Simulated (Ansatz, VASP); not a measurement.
## Ir: VASP beside Ansatz

```
Ir
1.0
     2.72927    0.00000    0.00000
    -1.36463    2.36361    0.00000
     0.00000    0.00000    4.42174
Ir
2
Direct
  0.66667 0.33333 0.75000
  0.33333 0.66667 0.25000
```

Alike in both runs: task single point; functional r2SCAN; k mesh 12 × 12 × 8; occupations gaussian, width 0.15 eV; no spin polarisation.

```csv
,VASP,Ansatz
version,VASP 6.6.1,Ansatz 0.2.0
potentials or method,"VASP PAW PBE potentials, release 64 (Ir), cutoff 520 eV","scalar-relativistic, plane waves, PAW"
valence electrons in the cell,18,34
```

VASP gave:

* gap on the k mesh at the Fermi level (eV): none
* pressure (GPa): 2.5
* traceless stress, the component that is largest in VASP (GPa): 0.97

Q: Estimate Ansatz's values.

A: gap on the k mesh at the Fermi level (eV): none; pressure (GPa): 0.0; traceless stress, the component that is largest in VASP (GPa): 0.85.

VASP's potentials were made for PBE, not for r2SCAN. A gap of «none» marks a metal or a gap that the smearing closes. With one functional, cell and mesh, what is left measures potentials, basis and numerics. VASP's potentials hold 18 valence electrons a cell and Ansatz's 34, so a difference there can come from the potentials and not from the codes.

Neither program's run includes spin-orbit coupling.
